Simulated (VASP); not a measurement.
# B4Ru (P4/mmm) in VASP: a series of runs

Runs on B4Ru. Level: PBE. Tasks: single point, relaxation of cell and atoms.

Program: VASP 6.6.1. These are calculated values, not measurements. Logs are shortened: lines on timing, memory, paths and dates and some standing lists are left out, and cuts for length are marked.

## Step 1: The cell of the first run

The structure is tetragonal, space group P4/mmm (No. 123). The conventional cell has a = 3.133 Å, b = 3.133 Å, c = 5.055 Å, α = 90.00°, β = 90.00°, γ = 90.00°. B (site symmetry 4mm) has 1 B at 1.22 Å and 1 Ru at 1.31 Å within 1.6 Å. B (site symmetry 4/mmm) has 4 Ru at 2.22 Å and 8 B at 2.57 Å within 2.9 Å. Within 1.6 Å of B (site symmetry 4/mmm) lie 2 B at 1.22 Å. Ru (site symmetry 4/mmm) has 2 B at 1.31 Å within 1.7 Å.

## Step 2: Single point, PBE

INCAR

```
SYSTEM = B4Ru
ALGO = Normal
EDIFF = 1E-6
ENCUT = 520
GGA = PE
ISIF = 2
ISMEAR = 0
LASPH = .TRUE.
LCHARG = .TRUE.
LELF = .TRUE.
LREAL = .FALSE.
LVHAR = .TRUE.
LWAVE = .FALSE.
NBANDS = 21
NELM = 60
PREC = Accurate
SIGMA = 0.1
```

KPOINTS

```
k-points
0
G
  6 6 4
  0 0 0
```

POSCAR

```
B4Ru
1.0
    3.1329089100      0.0000000000      0.0000000000
    0.0000000000      3.1329089100      0.0000000000
    0.0000000000      0.0000000000      5.0554684800
B Ru
4 1
Direct
    0.5000000000      0.5000000000      0.2586605000
    0.5000000000      0.5000000000      0.7413395000
    0.0000000000      0.0000000000      0.0000000000
    0.5000000000      0.5000000000      0.5000000000
    0.5000000000      0.5000000000      0.0000000000
```

Potentials or basis: VASP PAW PBE potentials, release 64 (B, Ru_pv).

On the command line:

```console
$ cat potpaw_PBE.64/B/POTCAR potpaw_PBE.64/Ru_pv/POTCAR > POTCAR
$ mpirun -np 1 vasp_std > vasp.out
```

OUTCAR:

```text
SYSTEM = B4Ru
   EDIFF = 1E-6
   ENCUT = 520
   GGA = PE
   ISIF = 2
   ISMEAR = 0
   LASPH = .TRUE.
   LREAL = .FALSE.
   NELM = 60
   PREC = Accurate

 ion  position               nearest neighbor table
   1  0.500  0.500  0.259-   4 1.22   5 1.31
   2  0.500  0.500  0.741-   4 1.22   5 1.31
   3  0.000  0.000  0.000-   5 2.22   5 2.22   5 2.22   5 2.22
   4  0.500  0.500  0.500-   1 1.22   2 1.22   5 2.53   5 2.53
   5  0.500  0.500  0.000-   1 1.31   2 1.31   3 2.22   3 2.22   3 2.22   3 2.22   4 2.53   4 2.53

 -----------------------------------------------------------------------------
|                                                                             |
|           W    W    AA    RRRRR   N    N  II  N    N   GGGG   !!!           |
|           W    W   A  A   R    R  NN   N  II  NN   N  G    G  !!!           |
|           W    W  A    A  R    R  N N  N  II  N N  N  G       !!!           |
|           W WW W  AAAAAA  RRRRR   N  N N  II  N  N N  G  GGG   !            |
|           WW  WW  A    A  R   R   N   NN  II  N   NN  G    G                |
|           W    W  A    A  R    R  N    N  II  N    N   GGGG   !!!           |
|                                                                             |
|     The distance between some ions is very small. Please check the          |
|     nearest-neighbor list in the OUTCAR file.                               |
|     I HOPE YOU KNOW WHAT YOU ARE DOING!                                     |
|                                                                             |
 -----------------------------------------------------------------------------

  LATTYP: Found a simple tetragonal cell.
 ALAT       =     3.1329089100
 C/A-ratio  =     1.6136659652

  Lattice vectors:

 A1 = (   3.1329089100,   0.0000000000,   0.0000000000)
 A2 = (   0.0000000000,   3.1329089100,   0.0000000000)
 A3 = (   0.0000000000,   0.0000000000,   5.0554684800)

Analysis of symmetry for initial positions (statically):
=====================================================================
 Subroutine PRICEL returns:
 Original cell was already a primitive cell.

 Routine SETGRP: Setting up the symmetry group for a
 simple tetragonal supercell.

 Subroutine GETGRP returns: Found 16 space group operations
 (whereof 16 operations were pure point group operations)
 out of a pool of 16 trial point group operations.

The static configuration has the point symmetry D_4h.

Analysis of symmetry for dynamics (positions and initial velocities):
=====================================================================
 Subroutine PRICEL returns:
 Original cell was already a primitive cell.

 Routine SETGRP: Setting up the symmetry group for a
 simple tetragonal supercell.

 Subroutine GETGRP returns: Found 16 space group operations
 (whereof 16 operations were pure point group operations)
 out of a pool of 16 trial point group operations.

The dynamic configuration has the point symmetry D_4h.

 Subroutine INISYM returns: Found 16 space group operations
 (whereof 16 operations are pure point group operations),
 and found     1 'primitive' translations

----------------------------------------------------------------------------------------

                                     Primitive cell

  volume of cell :      49.6200

  direct lattice vectors                    reciprocal lattice vectors
     3.132908910  0.000000000  0.000000000     0.319192172  0.000000000  0.000000000
     0.000000000  3.132908910  0.000000000     0.000000000  0.319192172  0.000000000
     0.000000000  0.000000000  5.055468480     0.000000000  0.000000000  0.197805605

  length of vectors
     3.132908910  3.132908910  5.055468480     0.319192172  0.319192172  0.197805605

  position of ions in fractional coordinates (direct lattice)
     0.500000000  0.500000000  0.258660500
     0.500000000  0.500000000  0.741339500
     0.000000000  0.000000000  0.000000000
     0.500000000  0.500000000  0.500000000
     0.500000000  0.500000000  0.000000000

  ion indices of the primitive-cell ions
   primitive index   ion index
                 1           1
                 2           2
                 3           3
                 4           4
                 5           5

----------------------------------------------------------------------------------------

 KPOINTS: k-points

Automatic generation of k-mesh.
 Grid dimensions read from file:
 generate k-points for:    6    6    4

 Generating k-lattice:

  Cartesian coordinates                     Fractional coordinates (reciprocal lattice)
     0.053198695  0.000000000  0.000000000     0.166666667  0.000000000  0.000000000
     0.000000000  0.053198695  0.000000000     0.000000000  0.166666667  0.000000000
     0.000000000  0.000000000  0.049451401     0.000000000  0.000000000  0.250000000

  Length of vectors
     0.053198695  0.053198695  0.049451401

  Shift w.r.t. Gamma in fractional coordinates (k-lattice)
     0.000000000  0.000000000  0.000000000

 Subroutine IBZKPT returns following result:
 ===========================================

 Found     30 irreducible k-points:

 Following reciprocal coordinates:
            Coordinates               Weight
  0.000000  0.000000  0.000000      1.000000
  0.166667  0.000000  0.000000      4.000000
  0.333333  0.000000  0.000000      4.000000
  0.500000  0.000000  0.000000      2.000000
  0.166667  0.166667  0.000000      4.000000
  0.333333  0.166667  0.000000      8.000000
[... 16 lines left out ...]
  0.333333  0.000000  0.500000      4.000000
  0.500000  0.000000  0.500000      2.000000
 [... further k-points ...]
   k-points           NKPTS =     30   k-points in BZ     NKDIM =     30   number of bands    NBANDS=     21
   number of dos      NEDOS =    301   number of ions     NIONS =      5
   total plane-waves  NPLWV =  23040
   dimension x,y,z NGX =    24 NGY =   24 NGZ =   40
   dimension x,y,z NGXF=    48 NGYF=   48 NGZF=   80
   ions per type =               4   1
   NGX,Y,Z   is equivalent  to a cutoff of  12.74, 12.74, 13.15 a.u.
   NGXF,Y,Z  is equivalent  to a cutoff of  25.47, 25.47, 26.31 a.u.
 SYSTEM =  B4Ru
   PREC   = accura    normal or accurate (medium, high low for compatibility)
   ISTART =      0    job   : 0-new  1-cont  2-samecut
   ICHARG =      2    charge: 1-file 2-atom 10-const
   ISPIN  =      1    spin polarized calculation?
   LNONCOLLINEAR =      F non collinear calculations
   LSORBIT =      F    spin-orbit coupling
   LASPH  =      T    aspherical Exc in radial PAW
   ENCUT  =  520.0 eV  38.22 Ry    6.18 a.u.   5.83  5.83  9.40*2*pi/ulx,y,z
   NELM   =     60;   NELMIN=  2; NELMDL= -5     # of ELM steps
   EDIFF  = 0.1E-05   stopping-criterion for ELM
   LREAL  =      F    real-space projection
   EDIFFG = 0.1E-04   stopping-criterion for IOM
   NSW    =      0    number of steps for IOM
   IBRION =     -1    ionic relax: 0-MD 1-quasi-New 2-CG
   NFREE  =      0    steps in history (QN), initial steepest desc. (CG)
   ISIF   =      2    stress and relaxation
   ISYM   =      2    0-nonsym 1-usesym 2-fastsym
   POTIM  = 0.5000    time-step for ionic-motion
   TEBEG  =    0.0;   TEEND  =   0.0 temperature during run
   PSTRESS=    0.0 pullay stress
   NELECT =      26.0000    total number of electrons
   NUPDOWN=      -1.0000    fix difference up-down
   EMIN   =  10.00;   EMAX   =-10.00  energy-range for DOS
   EFERMI =   0.00;   METHOD = LEGACY
   ISMEAR =     0;   SIGMA  =   0.10  broadening in eV -4-tet -1-fermi 0-gaus
   EFERMI_NEDOS =   21; number of points for ismear=-14 and -15
   IALGO  =     38    algorithm
   IMIX   =      4    mixing-type and parameters
     AMIX     =   0.40;   BMIX     =  1.00
     AMIX_MAG =   1.60;   BMIX_MAG =  1.00
  volume/ion in A,a.u.               =       9.92        66.97
  Fermi-wavevector in a.u.,A,eV,Ry     =   1.319817  2.494092 23.700209  1.741916
  Thomas-Fermi vector in A             =   2.449688
   LORBIT       =      0    0 simple, 1 ext, 2 COOP (PROOUT), +10 PAW based schemes
   GGA     = PE    functional components
   LHFCALC =     F    Hartree Fock is set to
   AEXX    =    0.0000 exact exchange contribution
   IVDW    =     0    specifies the selected vdW correction
   LEPSILON=     F    determine dielectric tensor
   LRPA    =     F    only Hartree local field effects (RPA)
 non-spin polarized calculation
 Gauss-broadening in eV      SIGMA  =   0.10
  energy-cutoff  :      520.00
  volume of cell :       49.62
 maximum number of plane-waves:      1360
 NGX is ok and might be reduce to    24
   NGX = 11   NGY = 11   NGZ = 19

 number of electron      25.9999998 magnetization

 Free energy of the ion-electron system (eV)
  ---------------------------------------------------
  ext. energy  EPLUGINS =         0.00000000
  ---------------------------------------------------
  free energy    TOTEN  =        -5.10662376 eV

  energy without entropy =       -5.09042211  energy(sigma->0) =       -5.09852293

 E-fermi :   6.0364     XC(G=0): -11.0201

 val. band max:        6.0297914755   @ k =   0.5000   0.1667   0.0000
 cond. band min:       6.0547524996   @ k =   0.5000   0.0000   0.5000
 fundamental gap:      0.0249610242
 Fermi energy:         6.0364009165

 k-point     1 :       0.0000    0.0000    0.0000
  band No.  band energies     occupation
      1     -42.0192      2.00000
      2     -37.7593      2.00000
      3     -37.7593      2.00000
      4      -5.4373      2.00000
      5      -4.1240      2.00000
      6      -1.4327      2.00000
[... 13 lines left out ...]
     20      15.5937      0.00000
     21      15.6745      0.00000

 k-point     2 :       0.1667    0.0000    0.0000
  band No.  band energies     occupation
      1     -42.0169      2.00000
      2     -37.7923      2.00000
      3     -37.7554      2.00000
      4      -5.0593      2.00000
      5      -4.0013      2.00000
      6      -2.1497      2.00000
[... 13 lines left out ...]
     20      15.6924      0.00000
     21      16.3421      0.00000

 k-point     3 :       0.3333    0.0000    0.0000
  band No.  band energies     occupation
      1     -42.0123      2.00000
      2     -37.8577      2.00000
      3     -37.7477      2.00000
      4      -4.1338      2.00000
      5      -3.6656      2.00000
      6      -2.7940      2.00000
[... 13 lines left out ...]
     20      15.9358      0.00000
     21      16.9015      0.00000

 k-point     4 :       0.5000    0.0000    0.0000
  band No.  band energies     occupation
      1     -42.0100      2.00000
      2     -37.8901      2.00000
      3     -37.7439      2.00000
      4      -3.7895      2.00000
      5      -3.0417      2.00000
      6      -2.8922      2.00000
[... 13 lines left out ...]
     20      16.0952      0.00000
     21      16.4796      0.00000

 k-point     5 :       0.1667    0.1667    0.0000
  band No.  band energies     occupation
      1     -42.0146      2.00000
      2     -37.7886      2.00000
      3     -37.7884      2.00000
      4      -4.7046      2.00000
      5      -3.8769      2.00000
      6      -2.2477      2.00000
[... 13 lines left out ...]
     20      15.1959      0.00000
     21      16.5082      0.00000
[... 382 lines left out ...]
     20      15.4405      0.00000
     21      15.4626      0.00000

 k-point    22 :       0.1667    0.0000    0.5000
  band No.  band energies     occupation
      1     -42.0166      2.00000
      2     -37.7922      2.00000
      3     -37.7554      2.00000
      4      -4.3997      2.00000
      5      -3.9300      2.00000
      6      -3.5619      2.00000
[... 13 lines left out ...]
     20      15.8218      0.00000
     21      16.3540      0.00000

 k-point    23 :       0.3333    0.0000    0.5000
  band No.  band energies     occupation
      1     -42.0119      2.00000
      2     -37.8576      2.00000
      3     -37.7477      2.00000
      4      -3.6794      2.00000
      5      -3.6375      2.00000
      6      -2.9924      2.00000
[... 13 lines left out ...]
     20      17.0583      0.00000
     21      17.2652      0.00000

 k-point    24 :       0.5000    0.0000    0.5000
  band No.  band energies     occupation
      1     -42.0096      2.00000
      2     -37.8901      2.00000
      3     -37.7438      2.00000
      4      -3.5506      2.00000
      5      -3.4857      2.00000
      6      -2.6801      2.00000
[... 13 lines left out ...]
     20      16.7392      0.00000
     21      17.3919      0.00000

 [... further k-points ...]
[... 5 lines left out ...]
  --------------------------------------------------------------------------------------
  -------------------------------------------------------------------------------------
  Total        2.7843949      2.7843949    160.7607981      0.0000000      0.0000000      0.0000000
  in kB       89.9051296     89.9051296   5190.7939923      0.0000000      0.0000000      0.0000000
  external PRESSURE =    1790.2014172 kB  Pullay stress =       0.0000000 kB

 VOLUME and BASIS-vectors are now :
 -----------------------------------------------------------------------------
  energy-cutoff  :      520.00
  volume of cell :       49.62
      direct lattice vectors                 reciprocal lattice vectors
     3.132908910  0.000000000  0.000000000     0.319192172  0.000000000  0.000000000
     0.000000000  3.132908910  0.000000000     0.000000000  0.319192172  0.000000000
     0.000000000  0.000000000  5.055468480     0.000000000  0.000000000  0.197805605

 POSITION                                       TOTAL-FORCE (eV/Angst)
 -----------------------------------------------------------------------------------
      1.56645      1.56645      1.30765         0.000000      0.000000     23.676127
      1.56645      1.56645      3.74782         0.000000     -0.000000    -23.676127
      0.00000      0.00000      0.00000         0.000000      0.000000      0.000000
      1.56645      1.56645      2.52773         0.000000      0.000000      0.000000
      1.56645      1.56645      0.00000         0.000000      0.000000      0.000000
 -----------------------------------------------------------------------------------
    total drift:                                0.000000     -0.000000     -0.000000

  FREE ENERGIE OF THE ION-ELECTRON SYSTEM (eV)
  ---------------------------------------------------
  free  energy   TOTEN  =        -5.1066237563 eV

  energy  without entropy=       -5.0904221089  energy(sigma->0) =       -5.09852293
```

Wall time 11 s (1 thread of Intel Xeon 6975P-C (Granite Rapids), shared host); peak memory 0.17 GiB.

Results:

| Item | Value |
| --- | --- |
| Free energy | -5.1066 eV |
| Pressure | 179.0 GPa |
| Largest force | 23.676 eV/Å |
| Band gap on the k mesh | zero (band 13 reaches 6.20 eV, above the bottom of band 14 at 5.49 eV) |

Forces on the atoms (eV/Å):
```
B     0.000   0.000  23.676
B     0.000   0.000 -23.676
B     0.000   0.000   0.000
B     0.000   0.000   0.000
Ru    0.000   0.000   0.000
```

Levels at points of the mesh, in eV from the Fermi level:
```csv
k point,band 11,band 12,band 13,band 14,band 15,band 16
"(0.00, 0.00, 0.00)",-2.28,-1.49,-1.49,-0.28,1.93,1.93
"(0.50, 0.00, 0.00)",-5.17,-2.50,-0.55,-0.12,2.00,5.14
"(0.50, 0.50, 0.00)",-4.86,-0.77,-0.36,-0.36,0.47,3.43
"(0.00, 0.00, 0.50)",-2.28,-0.89,0.03,0.03,2.41,2.41
"(0.50, 0.00, 0.50)",-4.25,-0.93,0.02,1.65,2.53,2.62
"(0.50, 0.50, 0.50)",-3.70,-0.77,-0.01,-0.01,0.06,3.12
```

Caveat: forces of over 1 eV/Å act on the atoms, so gaps and moduli don't describe the material at rest.

## Step 3: Single point, PBE

This run uses another cell than the first one, of 12.74 Å³/atom, 1.284 times its volume.

INCAR

```
  PREC = Accurate
  ENCUT = 520
  EDIFF = 1E-7
  ISMEAR = 0
  SIGMA = 0.1
  LREAL = False
  LASPH = True
  NELM = 60
  ALGO = Normal
  ISIF = 2
  LWAVE = False
  LCHARG = True
  GGA = PE
  LELF = True
  LVHAR = True
  NBANDS = 21
```

KPOINTS

```
regular mesh
0
Gamma
  6 6 4
```

POSCAR

```
B4Ru
1.0
    2.9426465596      0.0000000000      0.0000000000
    0.0000000000      2.9426465596      0.0000000000
    0.0000000000      0.0000000000      7.3556108151
B Ru
4 1
Direct
    0.5000000000      0.5000000000      0.2822810484
    0.5000000000      0.5000000000      0.7177189516
    0.0000000000      0.0000000000      0.0000000000
    0.5000000000      0.5000000000      0.5000000000
    0.5000000000      0.5000000000      0.0000000000
```

Potentials or basis: VASP PAW PBE potentials, release 64 (B, Ru_pv).

On the command line:

```console
$ cat potpaw_PBE.64/B/POTCAR potpaw_PBE.64/Ru_pv/POTCAR > POTCAR
$ mpirun -np 1 vasp_std > vasp.out
```

It took 16 s on 1 thread of Intel Xeon 6975P-C (Granite Rapids), shared host; peak memory 0.19 GiB.

Results (log left out):

```
Free energy            : -30.6425 eV
Pressure               : -0.1 GPa
Largest force          : 0.007 eV/Å
Band gap on the k mesh : zero (band 13 reaches 6.15 eV, above the bottom of band 14 at 3.78 eV)
```

Forces in eV/Å, atoms in the order of the input:
```
B    0.000  0.000 -0.007
B    0.000  0.000  0.007
B    0.000  0.000  0.000
B    0.000  0.000  0.000
Ru   0.000  0.000  0.000
```

Levels at points of the mesh, in eV from the Fermi level:
| k point | band 10 | band 11 | band 12 | band 13 | band 14 | band 15 | band 16 | band 17 |
| --- | --- | --- | --- | --- | --- | --- | --- | --- |
| (0.00, 0.00, 0.00) | -1.68 | -1.62 | -1.62 | 1.41 | 1.41 | 2.55 | 2.55 | 3.26 |
| (0.50, 0.00, 0.00) | -4.99 | -3.26 | -1.30 | -1.00 | 0.50 | 0.53 | 2.69 | 3.69 |
| (0.50, 0.50, 0.00) | -3.00 | -3.00 | -1.15 | -1.15 | 0.17 | 0.45 | 0.95 | 1.67 |
| (0.00, 0.00, 0.50) | -1.68 | -1.65 | -1.65 | 1.75 | 1.75 | 2.36 | 2.36 | 2.75 |
| (0.50, 0.00, 0.50) | -3.94 | -2.66 | -1.94 | -1.32 | -0.45 | 0.57 | 3.05 | 3.83 |
| (0.50, 0.50, 0.50) | -2.50 | -2.50 | -1.29 | -1.29 | -0.07 | 0.17 | 0.91 | 1.21 |

(Part 1 of 2 ends here.)
